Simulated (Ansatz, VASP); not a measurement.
# Two plane-wave programs on HfO2

Contents of INCAR:

```
SYSTEM = HfO2
PREC = Accurate
ENCUT = 520
EDIFF = 1E-6
ISMEAR = 0
SIGMA = 0.01
LREAL = .FALSE.
LASPH = .TRUE.
NELM = 150
ALGO = Normal
ISIF = 2
LWAVE = .FALSE.
LCHARG = .TRUE.
LMAXMIX = 4
LDAU = .TRUE.
LDAUTYPE = 2
LDAUL = 2 -1
LDAUU = 6 0
LDAUJ = 0 0
LDAUPRINT = 1
GGA = PE
LELF = .TRUE.
LVHAR = .TRUE.
NBANDS = 18
```

The input KPOINTS:

```
regular mesh
0
G
  8 8 8
  0 0 0
```

File POSCAR:

```
HfO2
1.0
    0.0000000000      2.5453710076      2.5453710076
    2.5453710076      0.0000000000      2.5453710076
    2.5453710076      2.5453710076      0.0000000000
Hf O
1 2
Direct
    0.0000000000      0.0000000000      0.0000000000
    0.2500000000      0.2500000000      0.2500000000
    0.7500000000      0.7500000000      0.7500000000
```

Input for Ansatz:

```yaml
crystal:
  lattice:
    - [0.0, 2.5453710076, 2.5453710076]
    - [2.5453710076, 0.0, 2.5453710076]
    - [2.5453710076, 2.5453710076, 0.0]
  atoms:
    - { symbol: Hf, position: [0.0, 0.0, 0.0] }
    - { symbol: O, position: [0.25, 0.25, 0.25] }
    - { symbol: O, position: [0.75, 0.75, 0.75] }
basis:
  ecutwfc: 420
kpoints:
  mp_grid: { grid: [8, 8, 8] }
hamiltonian:
  xc: pbe
  hubbard: { sites: [{ species: Hf, l: d, u_eff: 6.0 }], double_counting: fll }
scf:
  occupations: { method: fixed }
output:
  forces: true
  eigenvalues: true
  stress: true
```

Alike in both runs: task single point; functional PBE; k mesh 8 × 8 × 8; no spin polarisation; Hubbard terms Hf d U = 6.0 eV.

```csv
,VASP,Ansatz
version,VASP 6.6.1,Ansatz 0.2.0
potentials or method,"VASP PAW PBE potentials, release 64 (Hf_pv, O), cutoff 520 eV","scalar-relativistic, plane waves, PAW"
occupations,"gaussian, width 0.01 eV",fixed
valence electrons in the cell,22,38
```

```csv
,VASP,Ansatz,Ansatz less VASP
gap on the k mesh at the Fermi level (eV),4.50,4.88,+0.383
pressure (GPa),14.1,10.3,-3.83
```

The programs project onto different local orbitals, so the same U acts differently, and such runs can settle in different states. VASP's potentials hold 22 valence electrons a cell and Ansatz's 38, so a difference there can come from the potentials and not from the codes.

Neither program's run includes spin-orbit coupling.
